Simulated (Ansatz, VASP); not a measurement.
Two plane-wave programs on AlNi

The input INCAR:

```
SYSTEM = AlNi
PREC = Accurate ; ENCUT = 520
EDIFF = 1E-6 ; ISMEAR = 0
SIGMA = 0.15 ; LREAL = .False.
LASPH = .True. ; NELM = 60
ALGO = Normal ; ISIF = 2
LWAVE = .False. ; LCHARG = .False.
GGA = PE ; NBANDS = 14
```

File KPOINTS:

```
regular mesh
0
Gamma
  16 16 16
  0 0 0
```

Contents of POSCAR:

```
AlNi
1.0
    2.9410322676      0.0000000000      0.0000000000
    0.0000000000      2.9410322676      0.0000000000
    0.0000000000      0.0000000000      2.9410322676
Al Ni
1 1
Direct
    0.0000000000      0.0000000000     -0.0069138990
    0.5000000000      0.5000000000      0.5031783409
```

Input for Ansatz:

```yaml
crystal:
  lattice:
    - [2.9410322676, 0.0, 0.0]
    - [0.0, 2.9410322676, 0.0]
    - [0.0, 0.0, 2.9410322676]
  atoms:
    - { symbol: Al, position: [0.0, 0.0, -0.006913899] }
    - { symbol: Ni, position: [0.5, 0.5, 0.5031783409] }
basis:
  ecutwfc: 520.0
kpoints:
  mp_grid: { grid: [16, 16, 16] }
hamiltonian:
  xc: pbe
  pseudopotentials: { kind: paw, azcp: { folder: soft_1 } }
scf:
  occupations: { method: gaussian, width: 0.15 }
output:
  forces: true
  stress: true
  eigenvalues: true
```

Change from the starting cell: mode 6 frozen in at -0.020 Å, equal normal strain along x, y and z +0.0167.

Alike in both runs: task single point; functional PBE; k mesh 16 × 16 × 16; occupations gaussian, width 0.15 eV; no spin polarisation.

```csv
,VASP,Ansatz
version,VASP 6.6.1,Ansatz 0.2.0
potentials or method,"VASP PAW PBE potentials, release 64 (Al, Ni), cutoff 520 eV","scalar-relativistic, plane waves, PAW"
valence electrons in the cell,13,21
```

Ansatz gave:

* gap on the k mesh at the Fermi level (eV): none
* pressure (GPa): -7.1
* rms of the force components (eV/Å): 0.079

Q: Estimate VASP's values.

A: gap on the k mesh at the Fermi level (eV): none; pressure (GPa): -6.9; rms of the force components (eV/Å): 0.079.

Atom by atom the forces differ by 0.000 eV/Å (rms over components). A gap of «none» marks a metal or a gap that the smearing closes. The functional is the same, so the differences come from potentials, cutoffs and numerics. VASP's potentials hold 13 valence electrons a cell and Ansatz's 21, so a difference there can come from the potentials and not from the codes.
